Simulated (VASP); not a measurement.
# MgO3 (ReO3 type) (Pm-3m) in VASP: single point with PBE

Aim: the single point of MgO3 (ReO3 type) with PBE.

Program: VASP 6.6.1. These are calculated values, not measurements. Logs are shortened: lines on timing, memory, paths and dates and some standing lists are left out, and cuts for length are marked.

### Step 1. The cell of the first run

It takes space group Pm-3m (No. 221, cubic). Conventional cell: a = 3.934 Å, b = 3.934 Å, c = 3.934 Å, α = 90.00°, β = 90.00°, γ = 90.00°. Within 2.6 Å of Mg (site symmetry m-3m) lie 6 O at 1.97 Å. O (site symmetry 4/mmm) has 2 Mg at 1.97 Å within 2.6 Å.

### Step 2. Single point, PBE

Contents of INCAR:

```
SYSTEM = MgO3
  PREC = Accurate
  ENCUT = 520
  EDIFF = 1E-6
  ISMEAR = -1
  SIGMA = 0.06122561905347299
  LREAL = .FALSE.
  LASPH = .TRUE.
  NELM = 100
  ALGO = Normal
  ISIF = 2
  LWAVE = .FALSE.
  LCHARG = .FALSE.
  GGA = PE
  NBANDS = 18
```

Contents of KPOINTS:

```
Automatic mesh
0
G
  27 27 27
  0 0 0
```

Contents of POSCAR:

```
MgO3
1.0
    3.9342766136      0.0000000000      0.0000000000
    0.0000000000      3.9342766136      0.0000000000
    0.0000000000      0.0000000000      3.9342766136
Mg O
1 3
Direct
    0.0000000000      0.0000000000      0.0000000000
    0.5000000000      0.0000000000      0.0000000000
    0.0000000000      0.5000000000      0.0000000000
    0.0000000000      0.0000000000      0.5000000000
```

Potentials or basis: VASP PAW PBE potentials, release 64 (Mg, O).

Command:

```
> cat potpaw_PBE.64/Mg/POTCAR potpaw_PBE.64/O/POTCAR > POTCAR
> mpirun -np 1 vasp_std > vasp.out
```

OUTCAR:

```text
SYSTEM = MgO3
   PREC = Accurate
   ENCUT = 520
   EDIFF = 1E-6
   ISMEAR = -1
   LREAL = .FALSE.
   LASPH = .TRUE.
   NELM = 100
   ISIF = 2
   GGA = PE

 ion  position               nearest neighbor table
   1  0.000  0.000  0.000-   2 1.97   3 1.97   4 1.97   4 1.97   3 1.97   2 1.97
   2  0.500  0.000  0.000-   1 1.97   1 1.97
   3  0.000  0.500  0.000-   1 1.97   1 1.97
   4  0.000  0.000  0.500-   1 1.97   1 1.97

  LATTYP: Found a simple cubic cell.
 ALAT       =     3.9342766136

  Lattice vectors:

 A1 = (   3.9342766136,   0.0000000000,   0.0000000000)
 A2 = (   0.0000000000,   3.9342766136,   0.0000000000)
 A3 = (   0.0000000000,   0.0000000000,   3.9342766136)

Analysis of symmetry for initial positions (statically):
=====================================================================
 Subroutine PRICEL returns:
 Original cell was already a primitive cell.

 Routine SETGRP: Setting up the symmetry group for a
 simple cubic supercell.

 Subroutine GETGRP returns: Found 48 space group operations
 (whereof 48 operations were pure point group operations)
 out of a pool of 48 trial point group operations.

The static configuration has the point symmetry O_h .

Analysis of symmetry for dynamics (positions and initial velocities):
=====================================================================
 Subroutine PRICEL returns:
 Original cell was already a primitive cell.

 Routine SETGRP: Setting up the symmetry group for a
 simple cubic supercell.

 Subroutine GETGRP returns: Found 48 space group operations
 (whereof 48 operations were pure point group operations)
 out of a pool of 48 trial point group operations.

The dynamic configuration has the point symmetry O_h .

 Subroutine INISYM returns: Found 48 space group operations
 (whereof 48 operations are pure point group operations),
 and found     1 'primitive' translations

----------------------------------------------------------------------------------------

                                     Primitive cell

  volume of cell :      60.8968

  direct lattice vectors                    reciprocal lattice vectors
     3.934276614  0.000000000  0.000000000     0.254176332  0.000000000  0.000000000
     0.000000000  3.934276614  0.000000000     0.000000000  0.254176332  0.000000000
     0.000000000  0.000000000  3.934276614     0.000000000  0.000000000  0.254176332

  length of vectors
     3.934276614  3.934276614  3.934276614     0.254176332  0.254176332  0.254176332

  position of ions in fractional coordinates (direct lattice)
     0.000000000  0.000000000  0.000000000
     0.500000000  0.000000000  0.000000000
     0.000000000  0.500000000  0.000000000
     0.000000000  0.000000000  0.500000000

  ion indices of the primitive-cell ions
   primitive index   ion index
                 1           1
                 2           2
                 3           3
                 4           4

----------------------------------------------------------------------------------------

 KPOINTS: Automatic mesh

Automatic generation of k-mesh.
 Grid dimensions read from file:
 generate k-points for:   27   27   27

 Generating k-lattice:

  Cartesian coordinates                     Fractional coordinates (reciprocal lattice)
     0.009413938  0.000000000  0.000000000     0.037037037  0.000000000  0.000000000
     0.000000000  0.009413938  0.000000000     0.000000000  0.037037037  0.000000000
     0.000000000  0.000000000  0.009413938     0.000000000  0.000000000  0.037037037

  Length of vectors
     0.009413938  0.009413938  0.009413938

  Shift w.r.t. Gamma in fractional coordinates (k-lattice)
     0.000000000  0.000000000  0.000000000

 Subroutine IBZKPT returns following result:
 ===========================================

 Found    560 irreducible k-points:

 Following reciprocal coordinates:
            Coordinates               Weight
  0.000000  0.000000  0.000000      1.000000
  0.037037  0.000000  0.000000      6.000000
  0.074074  0.000000  0.000000      6.000000
  0.111111  0.000000  0.000000      6.000000
  0.148148  0.000000  0.000000      6.000000
  0.185185  0.000000  0.000000      6.000000
[... 16 lines left out ...]
  0.333333  0.037037  0.000000     24.000000
  0.370370  0.037037  0.000000     24.000000
 [... further k-points ...]
   k-points           NKPTS =    560   k-points in BZ     NKDIM =    560   number of bands    NBANDS=     18
   number of dos      NEDOS =    301   number of ions     NIONS =      4
   total plane-waves  NPLWV =  27000
   dimension x,y,z NGX =    30 NGY =   30 NGZ =   30
   dimension x,y,z NGXF=    60 NGYF=   60 NGZF=   60
   ions per type =               1   3
   NGX,Y,Z   is equivalent  to a cutoff of  12.68, 12.68, 12.68 a.u.
   NGXF,Y,Z  is equivalent  to a cutoff of  25.35, 25.35, 25.35 a.u.
 SYSTEM =  MgO3
   PREC   = accura    normal or accurate (medium, high low for compatibility)
   ISTART =      0    job   : 0-new  1-cont  2-samecut
   ICHARG =      2    charge: 1-file 2-atom 10-const
   ISPIN  =      1    spin polarized calculation?
   LNONCOLLINEAR =      F non collinear calculations
   LSORBIT =      F    spin-orbit coupling
   LASPH  =      T    aspherical Exc in radial PAW
   ENCUT  =  520.0 eV  38.22 Ry    6.18 a.u.   7.32  7.32  7.32*2*pi/ulx,y,z
   NELM   =    100;   NELMIN=  2; NELMDL= -5     # of ELM steps
   EDIFF  = 0.1E-05   stopping-criterion for ELM
   LREAL  =      F    real-space projection
   EDIFFG = 0.1E-04   stopping-criterion for IOM
   NSW    =      0    number of steps for IOM
   IBRION =     -1    ionic relax: 0-MD 1-quasi-New 2-CG
   NFREE  =      0    steps in history (QN), initial steepest desc. (CG)
   ISIF   =      2    stress and relaxation
   ISYM   =      2    0-nonsym 1-usesym 2-fastsym
   POTIM  = 0.5000    time-step for ionic-motion
   TEBEG  =    0.0;   TEEND  =   0.0 temperature during run
   PSTRESS=    0.0 pullay stress
   NELECT =      20.0000    total number of electrons
   NUPDOWN=      -1.0000    fix difference up-down
   EMIN   =  10.00;   EMAX   =-10.00  energy-range for DOS
   EFERMI =   0.00;   METHOD = LEGACY
   ISMEAR =    -1;   SIGMA  =   0.06  broadening in eV -4-tet -1-fermi 0-gaus
   EFERMI_NEDOS =   21; number of points for ismear=-14 and -15
   IALGO  =     38    algorithm
   IMIX   =      4    mixing-type and parameters
     AMIX     =   0.40;   BMIX     =  1.00
     AMIX_MAG =   1.60;   BMIX_MAG =  1.00
  volume/ion in A,a.u.               =      15.22       102.74
  Fermi-wavevector in a.u.,A,eV,Ry     =   1.129501  2.134447 17.357938  1.275772
  Thomas-Fermi vector in A             =   2.266195
   LORBIT       =      0    0 simple, 1 ext, 2 COOP (PROOUT), +10 PAW based schemes
   GGA     = PE    functional components
   LHFCALC =     F    Hartree Fock is set to
   AEXX    =    0.0000 exact exchange contribution
   IVDW    =     0    specifies the selected vdW correction
   LEPSILON=     F    determine dielectric tensor
   LRPA    =     F    only Hartree local field effects (RPA)
 non-spin polarized calculation
  energy-cutoff  :      520.00
  volume of cell :       60.90
 maximum number of plane-waves:      1662
 NGX is ok and might be reduce to    30
   NGX = 15   NGY = 15   NGZ = 15

 number of electron      19.9999997 magnetization

 Free energy of the ion-electron system (eV)
  ---------------------------------------------------
  ext. energy  EPLUGINS =         0.00000000
  ---------------------------------------------------
  free energy    TOTEN  =       -15.62741009 eV

  energy without entropy =      -15.52268791  energy(sigma->0) =      -15.57504900

 E-fermi :  -2.7877     XC(G=0):  -8.2045

 val. band max:       -2.7886565269   @ k =   0.3704   0.1481   0.0370
 cond. band min:      -2.7875891387   @ k =   0.3704   0.2963   0.1481
 fundamental gap:      0.0010673882
 Fermi energy:        -2.7877103694

 k-point     1 :       0.0000    0.0000    0.0000
  band No.  band energies     occupation
      1     -19.4726      2.00000
      2     -18.1506      2.00000
      3     -18.1506      2.00000
      4      -5.2426      2.00000
      5      -5.2426      2.00000
      6      -5.2426      2.00000
[... 10 lines left out ...]
     17      13.6186      0.00000
     18      13.6186      0.00000

 k-point     2 :       0.0370    0.0000    0.0000
  band No.  band energies     occupation
      1     -19.4687      2.00000
      2     -18.1542      2.00000
      3     -18.1505      2.00000
      4      -5.2388      2.00000
      5      -5.2382      2.00000
      6      -5.2382      2.00000
[... 10 lines left out ...]
     17      13.6141      0.00000
     18      13.6202      0.00000

 k-point     3 :       0.0741    0.0000    0.0000
  band No.  band energies     occupation
      1     -19.4570      2.00000
      2     -18.1651      2.00000
      3     -18.1498      2.00000
      4      -5.2273      2.00000
      5      -5.2252      2.00000
      6      -5.2252      2.00000
[... 10 lines left out ...]
     17      13.6012      0.00000
     18      13.6039      0.00000

 k-point     4 :       0.1111    0.0000    0.0000
  band No.  band energies     occupation
      1     -19.4378      2.00000
      2     -18.1829      2.00000
      3     -18.1489      2.00000
      4      -5.2079      2.00000
      5      -5.2038      2.00000
      6      -5.2038      2.00000
[... 375 lines left out ...]
      4      -5.0758      2.00000
      5      -4.9960      2.00000
      6      -4.8985      2.00000
[... 10 lines left out ...]
     17      13.4299      0.00000
     18      13.7556      0.00000

 k-point    23 :       0.3333    0.0370    0.0000
  band No.  band energies     occupation
      1     -19.1973      2.00000
      2     -18.4059      2.00000
      3     -18.1415      2.00000
      4      -5.0247      2.00000
      5      -4.9467      2.00000
      6      -4.8283      2.00000
[... 10 lines left out ...]
     17      13.4046      0.00000
     18      13.9187      0.00000

 k-point    24 :       0.3704    0.0370    0.0000
  band No.  band energies     occupation
      1     -19.1496      2.00000
      2     -18.4514      2.00000
      3     -18.1399      2.00000
      4      -4.9734      2.00000
      5      -4.9004      2.00000
      6      -4.7545      2.00000
[... 10 lines left out ...]
     17      13.3828      0.00000
     18      14.0871      0.00000

 [... further k-points ...]

------------------------ aborting loop because EDIFF is reached ----------------------------------------

  FORCE on cell =-STRESS in cart. coord.  units (eV):
  Direction    XX          YY          ZZ          XY          YZ          ZX
  --------------------------------------------------------------------------------------
  -------------------------------------------------------------------------------------
  Total        0.3571410      0.3571410      0.3571410     -0.0000000      0.0000000     -0.0000000
  in kB        9.3962736      9.3962736      9.3962736     -0.0000000      0.0000000     -0.0000000
  external PRESSURE =       9.3962736 kB  Pullay stress =       0.0000000 kB

 VOLUME and BASIS-vectors are now :
 -----------------------------------------------------------------------------
  energy-cutoff  :      520.00
  volume of cell :       60.90
      direct lattice vectors                 reciprocal lattice vectors
     3.934276614  0.000000000  0.000000000     0.254176332  0.000000000  0.000000000
     0.000000000  3.934276614  0.000000000     0.000000000  0.254176332  0.000000000
     0.000000000  0.000000000  3.934276614     0.000000000  0.000000000  0.254176332

 POSITION                                       TOTAL-FORCE (eV/Angst)
 -----------------------------------------------------------------------------------
      0.00000      0.00000      0.00000         0.000000      0.000000      0.000000
      1.96714      0.00000      0.00000         0.000000      0.000000      0.000000
      0.00000      1.96714      0.00000         0.000000      0.000000      0.000000
      0.00000      0.00000      1.96714         0.000000      0.000000      0.000000
 -----------------------------------------------------------------------------------
    total drift:                                0.000000      0.000000      0.000000

  FREE ENERGIE OF THE ION-ELECTRON SYSTEM (eV)
  ---------------------------------------------------
  free  energy   TOTEN  =       -15.6274100859 eV

  energy  without entropy=      -15.5226879096  energy(sigma->0) =      -15.57504900
```

It took 13 min on 1 thread of Oxide Virtual Turin-like, shared host; peak memory 0.56 GiB.

What came out:

```yaml
Free_energy: -15.6274 eV
Pressure: 0.9 GPa
Band_gap_on_the_k_mesh: zero (bands 10 and 11 overlap by 1.15 eV)
```
